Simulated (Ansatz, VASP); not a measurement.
**Two plane-wave programs on Mo2Ru3**

The input INCAR:

```
ALGO     = Fast           # electronic algorithm
EDIFF    = 1E-6           # SCF threshold, eV
ENCUT    = 520            # plane-wave cutoff, eV
GGA      = PE             # functional
ISIF     = 2              # what is computed and relaxed
ISMEAR   = 0              # smearing method
LASPH    = T              # aspherical terms in the spheres
LCHARG   = T              # write CHGCAR
LELF     = T              # ELF
LREAL    = F              # projectors in reciprocal space
LVHAR    = T            
LWAVE    = F              # write WAVECAR
NBANDS   = 81             # bands
NELM     = 60             # most SCF steps
PREC     = Accurate       # precision mode
SIGMA    = 0.1            # smearing width, eV
```

The input KPOINTS:

```
k-points
0
Gamma
  6 6 1
```

The input POSCAR:

```
Mo2Ru3
1.0
    2.8146100700      0.0000000000      0.0000000000
   -1.4073050400      2.4375238200      0.0000000000
    0.0000000000      0.0000000000     22.1820755300
Mo Ru
4 6
Direct
    0.3333333300      0.6666666700      0.9500000000
    0.3333333300      0.6666666700      0.3500000000
    0.6666666700      0.3333333300      0.0500000000
    0.6666666700      0.3333333300      0.6500000000
    0.3333333300      0.6666666700      0.7500000000
    0.3333333300      0.6666666700      0.1500000000
    0.3333333300      0.6666666700      0.5500000000
    0.6666666700      0.3333333300      0.8500000000
    0.6666666700      0.3333333300      0.2500000000
    0.6666666700      0.3333333300      0.4500000000
```

Input for Ansatz:

```yaml
crystal:
  lattice:
    - [2.81461007, 0.0, 0.0]
    - [-1.40730504, 2.43752382, 0.0]
    - [0.0, 0.0, 22.18207553]
  atoms:
    - { symbol: Mo, position: [0.33333333, 0.66666667, 0.95] }
    - { symbol: Mo, position: [0.33333333, 0.66666667, 0.35] }
    - { symbol: Mo, position: [0.66666667, 0.33333333, 0.05] }
    - { symbol: Mo, position: [0.66666667, 0.33333333, 0.65] }
    - { symbol: Ru, position: [0.33333333, 0.66666667, 0.75] }
    - { symbol: Ru, position: [0.33333333, 0.66666667, 0.15] }
    - { symbol: Ru, position: [0.33333333, 0.66666667, 0.55] }
    - { symbol: Ru, position: [0.66666667, 0.33333333, 0.85] }
    - { symbol: Ru, position: [0.66666667, 0.33333333, 0.25] }
    - { symbol: Ru, position: [0.66666667, 0.33333333, 0.45] }
basis:
  ecutwfc: 420
kpoints:
  mp_grid: { grid: [6, 6, 1] }
hamiltonian:
  xc: pbe
scf:
  occupations: { method: gaussian, width: 0.1 }
  lower_state_search: "off"
output:
  forces: true
  stress: true
  eigenvalues: true
```

Alike in both runs: task single point; functional PBE; k mesh 6 × 6 × 1; occupations gaussian, width 0.1 eV; no spin polarisation.

|  | VASP | Ansatz |
| --- | --- | --- |
| version | VASP 6.6.1 | Ansatz 0.2.0 |
| potentials or method | VASP PAW PBE potentials, release 64 (Mo_sv, Ru_pv), cutoff 520 eV | scalar-relativistic, plane waves, PAW |
| valence electrons in the cell | 140 | 152 |

```csv
,VASP,Ansatz,Ansatz less VASP
gap on the k mesh at the Fermi level (eV),none,none,-
pressure (GPa),-9.6,-9.8,-0.16
"traceless stress, the component that is largest in VASP (GPa)",3.25,3.24,-0.009
rms of the force components (eV/Å),0.631,0.627,-0.0044
```

Atom by atom the forces differ by 0.007 eV/Å (rms over components). A gap of «none» marks a metal or a gap that the smearing closes. With one functional, cell and mesh, what is left measures potentials, basis and numerics. VASP's potentials hold 140 valence electrons a cell and Ansatz's 152, so a difference there can come from the potentials and not from the codes.

The k mesh is coarse, so the values compare programs but aren't converged.
